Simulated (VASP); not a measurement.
Crystal: AlAs2.

```
Al As
1.0
     1.77578    1.02525    5.36332
    -1.77578    1.02525    5.36332
     0.00000   -2.05050    5.36332
Al As
1 2
Direct
  0.00000 0.00000 0.00000
  0.75000 0.75000 0.75000
  0.25000 0.25000 0.25000
```

```yaml
Program: VASP 6.6.1
Task: relaxation of cell and atoms
Functional: PBE
Potentials_or_basis: VASP PAW PBE potentials, release 64 (Al, As)
Cutoff: 600 eV
k_mesh: 6 × 6 × 6
Occupations: gaussian, width 0.1 eV
Spin: no spin polarisation
```

At the start: pressure 11.0 GPa; volume 19.53 Å³/atom.

Problem. How do energy, volume and symmetry change on relaxing?

Solution. Over 19 steps the energy falls by 242.8 meV/atom and the volume is 20.16 Å³/atom (+3.2 %); space group R-3m (No. 166, to 0.05 Å).

The path:
| step | energy change (eV) | largest force (eV/Å) | pressure (GPa) | volume (Å³) |
| --- | --- | --- | --- | --- |
| 1 | 0.0000 | 1.6447 | 10.96 | 58.59 |
| 2 | -0.2516 | 0.0057 | -5.45 | 70.63 |
| 3 | -0.3275 | 0.4198 | -1.40 | 66.19 |
| 4 | -0.3822 | 0.4627 | -1.26 | 65.18 |
| 5 | -0.5861 | 0.5989 | -0.07 | 62.02 |
| 6 | -0.4134 | 0.9606 | 9.58 | 55.16 |
| 7 | -0.6894 | 0.4952 | 2.28 | 59.56 |
| 8 | -0.6920 | 0.3314 | 3.30 | 58.77 |
| 9 | -0.7052 | 0.0607 | 1.91 | 59.67 |
| 10 | -0.7060 | 0.0123 | 2.15 | 59.49 |
| 11 | -0.7191 | 0.0636 | 0.74 | 60.51 |
| 12 | -0.7218 | 0.0935 | -0.27 | 61.31 |
| 13 | -0.7218 | 0.0916 | -0.19 | 61.25 |
| 14 | -0.7229 | 0.0940 | -0.18 | 61.19 |
| 15 | -0.7258 | 0.0970 | -0.15 | 61.02 |
| 16 | -0.7264 | 0.0913 | -0.07 | 60.67 |
| 17 | -0.7271 | 0.0947 | -0.12 | 60.83 |
| 18 | -0.7283 | 0.0478 | 0.09 | 60.61 |
| 19 | -0.7285 | 0.0193 | 0.22 | 60.48 |

Final structure:
```
Al As
1.0
     1.91466    1.10543    4.76235
    -1.91466    1.10543    4.76235
     0.00000   -2.21086    4.76235
Al As
1 2
Direct
  0.00000 0.00000 0.00000
  0.76592 0.76592 0.76592
  0.23408 0.23408 0.23408
```
